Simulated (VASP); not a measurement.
# Si (Fd-3m) in VASP: notebook

The runs below take Si through single point, with LDA.

All numbers are computed with VASP 6.6.1; they aren't measurements. Logs are shortened: lines on timing, memory, paths and dates and some standing lists are left out, and cuts for length are marked.

**1. The cell of the first run**

The structure is cubic, space group Fd-3m (No. 227). Conventional cell: a = 5.255 Å, b = 5.255 Å, c = 5.255 Å, α = 90.00°, β = 90.00°, γ = 90.00°. Si (site symmetry -43m) has 4 Si at 2.28 Å within 3.0 Å.

**2. Single point, LDA (volume scaled by 0.92)**

File INCAR:

```
SYSTEM = Si
PREC     = Accurate       ! precision mode
ENCUT    = 520            ! plane-wave cutoff, eV
EDIFF    = 1E-7           ! SCF threshold, eV
ISMEAR   = -1             ! smearing method
SIGMA    = 0.05           ! smearing width, eV
LREAL    = .FALSE.        ! projectors in reciprocal space
LASPH    = .TRUE.         ! aspherical terms in the spheres
NELM     = 80             ! most SCF steps
ALGO     = Normal         ! electronic algorithm
ISIF     = 2              ! what is computed and relaxed
LWAVE    = .FALSE.        ! write WAVECAR
LCHARG   = .FALSE.        ! write CHGCAR
GGA      = CA             ! functional
NBANDS   = 11             ! bands
```

File KPOINTS:

```
Automatic mesh
0
G
  9 9 9
  0 0 0
```

File POSCAR:

```
Si
1.0
    0.0000000000      2.6276085977      2.6276085977
    2.6276085977      0.0000000000      2.6276085977
    2.6276085977      2.6276085977      0.0000000000
Si
2
Direct
    0.5000000000      0.5000000000      0.5000000000
    0.7500000000      0.7500000000      0.7500000000
```

Potentials or basis: VASP PAW LDA potentials, release 64 (Si).

Run with:

```console
$ cat potpaw_LDA.64/Si/POTCAR > POTCAR
$ mpirun -np 1 vasp_std > vasp.out
```

OUTCAR:

```text
SYSTEM = Si
   PREC = Accurate
   ENCUT = 520
   EDIFF = 1E-7
   ISMEAR = -1
   LREAL = .FALSE.
   LASPH = .TRUE.
   NELM = 80
   ISIF = 2
   GGA = CA

 ion  position               nearest neighbor table
   1  0.500  0.500  0.500-   2 2.28   2 2.28   2 2.28   2 2.28
   2  0.750  0.750  0.750-   1 2.28   1 2.28   1 2.28   1 2.28

  LATTYP: Found a face centered cubic cell.
 ALAT       =     5.2552171954

  Lattice vectors:

 A1 = (   0.0000000000,   2.6276085977,   2.6276085977)
 A2 = (   2.6276085977,   0.0000000000,   2.6276085977)
 A3 = (   2.6276085977,   2.6276085977,   0.0000000000)

Analysis of symmetry for initial positions (statically):
=====================================================================
 Subroutine PRICEL returns:
 Original cell was already a primitive cell.

 Routine SETGRP: Setting up the symmetry group for a
 face centered cubic supercell.

 Subroutine GETGRP returns: Found 48 space group operations
 (whereof 24 operations were pure point group operations)
 out of a pool of 48 trial point group operations.

The static configuration has the point symmetry T_d .
 The point group associated with its full space group is O_h .

Analysis of symmetry for dynamics (positions and initial velocities):
=====================================================================
 Subroutine PRICEL returns:
 Original cell was already a primitive cell.

 Routine SETGRP: Setting up the symmetry group for a
 face centered cubic supercell.

 Subroutine GETGRP returns: Found 48 space group operations
 (whereof 24 operations were pure point group operations)
 out of a pool of 48 trial point group operations.

The dynamic configuration has the point symmetry T_d .
 The point group associated with its full space group is O_h .

 Subroutine INISYM returns: Found 48 space group operations
 (whereof 24 operations are pure point group operations),
 and found     1 'primitive' translations

----------------------------------------------------------------------------------------

                                     Primitive cell

  volume of cell :      36.2837

  direct lattice vectors                    reciprocal lattice vectors
     0.000000000  2.627608598  2.627608598    -0.190287092  0.190287092  0.190287092
     2.627608598  0.000000000  2.627608598     0.190287092 -0.190287092  0.190287092
     2.627608598  2.627608598  0.000000000     0.190287092  0.190287092 -0.190287092

  length of vectors
     3.715999715  3.715999715  3.715999715     0.329586912  0.329586912  0.329586912
[... 83 lines left out ...]
   EDIFFG = 0.1E-05   stopping-criterion for IOM
   NSW    =      0    number of steps for IOM
   IBRION =     -1    ionic relax: 0-MD 1-quasi-New 2-CG
   NFREE  =      0    steps in history (QN), initial steepest desc. (CG)
   ISIF   =      2    stress and relaxation
   ISYM   =      2    0-nonsym 1-usesym 2-fastsym
   POTIM  = 0.5000    time-step for ionic-motion
   TEBEG  =    0.0;   TEEND  =   0.0 temperature during run
   PSTRESS=    0.0 pullay stress
   NELECT =       8.0000    total number of electrons
   NUPDOWN=      -1.0000    fix difference up-down
   EMIN   =  10.00;   EMAX   =-10.00  energy-range for DOS
   EFERMI =   0.00;   METHOD = LEGACY
   ISMEAR =    -1;   SIGMA  =   0.05  broadening in eV -4-tet -1-fermi 0-gaus
   EFERMI_NEDOS =   21; number of points for ismear=-14 and -15
   IALGO  =     38    algorithm
   IMIX   =      4    mixing-type and parameters
     AMIX     =   0.40;   BMIX     =  1.00
     AMIX_MAG =   1.60;   BMIX_MAG =  1.00
  volume/ion in A,a.u.               =      18.14       122.43
  Fermi-wavevector in a.u.,A,eV,Ry     =   0.989010  1.868958 13.308422  0.978141
  Thomas-Fermi vector in A             =   2.120578
   LORBIT       =      0    0 simple, 1 ext, 2 COOP (PROOUT), +10 PAW based schemes
   GGA     = CA    functional components
   LHFCALC =     F    Hartree Fock is set to
   AEXX    =    0.0000 exact exchange contribution
   IVDW    =     0    specifies the selected vdW correction
   LEPSILON=     F    determine dielectric tensor
   LRPA    =     F    only Hartree local field effects (RPA)
 non-spin polarized calculation
  energy-cutoff  :      520.00
  volume of cell :       36.28
 maximum number of plane-waves:      1002
   NGX = 13   NGY = 13   NGZ = 13

 number of electron       7.9999999 magnetization

 Free energy of the ion-electron system (eV)
  ---------------------------------------------------
  ext. energy  EPLUGINS =         0.00000000
  ---------------------------------------------------
  free energy    TOTEN  =       -11.83031964 eV

  energy without entropy =      -11.83004803  energy(sigma->0) =      -11.83018384

 E-fermi :   6.9482     XC(G=0):  -9.9809

 val. band max:        6.8214379398   @ k =   0.0000   0.0000   0.0000
 cond. band min:       7.1100910708   @ k =   0.4444   0.4444   0.0000
 fundamental gap:      0.2886531310
 Fermi energy:         6.9482209880

 k-point     1 :       0.0000    0.0000    0.0000
  band No.  band energies     occupation
      1      -5.8374      2.00000
      2       6.8214      1.85321
      3       6.8214      1.85321
      4       6.8214      1.85321
      5       9.3820      0.00000
      6       9.3820      0.00000
      7       9.3820      0.00000
      8      11.1957      0.00000
      9      14.5934      0.00000
     10      14.5934      0.00000
     11      14.9335      0.00000
[... 309 lines left out ...]
 k-point    24 :       0.4444    0.4444    0.0000
  band No.  band energies     occupation
      1      -2.2249      2.00000
      2      -0.3569      2.00000
      3       3.7559      2.00000
      4       3.7559      2.00000
      5       7.1101      0.07556
      6       7.4930      0.00004
      7      16.6765      0.00000
      8      16.6765      0.00000
      9      18.6542      0.00000
     10      19.0525      0.00000
     11      19.0525      0.00000

 [... further k-points ...]
[... 5 lines left out ...]
  --------------------------------------------------------------------------------------
  -------------------------------------------------------------------------------------
  Total        2.1674655      2.1674655      2.1674655      0.0000000      0.0000000     -0.0000000
  in kB       95.7085530     95.7085530     95.7085530      0.0000000      0.0000000     -0.0000000
  external PRESSURE =      95.7085530 kB  Pullay stress =       0.0000000 kB

 VOLUME and BASIS-vectors are now :
 -----------------------------------------------------------------------------
  energy-cutoff  :      520.00
  volume of cell :       36.28
      direct lattice vectors                 reciprocal lattice vectors
     0.000000000  2.627608598  2.627608598    -0.190287092  0.190287092  0.190287092
     2.627608598  0.000000000  2.627608598     0.190287092 -0.190287092  0.190287092
     2.627608598  2.627608598  0.000000000     0.190287092  0.190287092 -0.190287092

 POSITION                                       TOTAL-FORCE (eV/Angst)
 -----------------------------------------------------------------------------------
      2.62761      2.62761      2.62761         0.000000     -0.000000     -0.000000
      3.94141      3.94141      3.94141        -0.000000      0.000000      0.000000
 -----------------------------------------------------------------------------------
    total drift:                                0.000000      0.000000     -0.000000

  FREE ENERGIE OF THE ION-ELECTRON SYSTEM (eV)
  ---------------------------------------------------
  free  energy   TOTEN  =       -11.8303196411 eV

  energy  without entropy=      -11.8300480316  energy(sigma->0) =      -11.83018384
```

It took 14 s on 1 thread of Intel Xeon Platinum 8259CL at 2.50GHz (Skylake/Cascade Lake), shared host; peak memory 0.13 GiB.

Results:

```yaml
Free_energy: -11.8303 eV
Pressure: 9.6 GPa
Band_gap_on_the_k_mesh: 0.29 eV, indirect (least direct gap 2.56 eV)
```

Levels at points of the mesh, in eV from the valence-band top:
| k point | band 1 | band 2 | band 3 | band 4 | band 5 | band 6 | band 7 | band 8 |
| --- | --- | --- | --- | --- | --- | --- | --- | --- |
| (0.00, 0.00, 0.00) | -12.66 | 0.00 | 0.00 | 0.00 | 2.56 | 2.56 | 2.56 | 4.37 |

 A k mesh can miss the band edges.

[end of part 1 of 2]
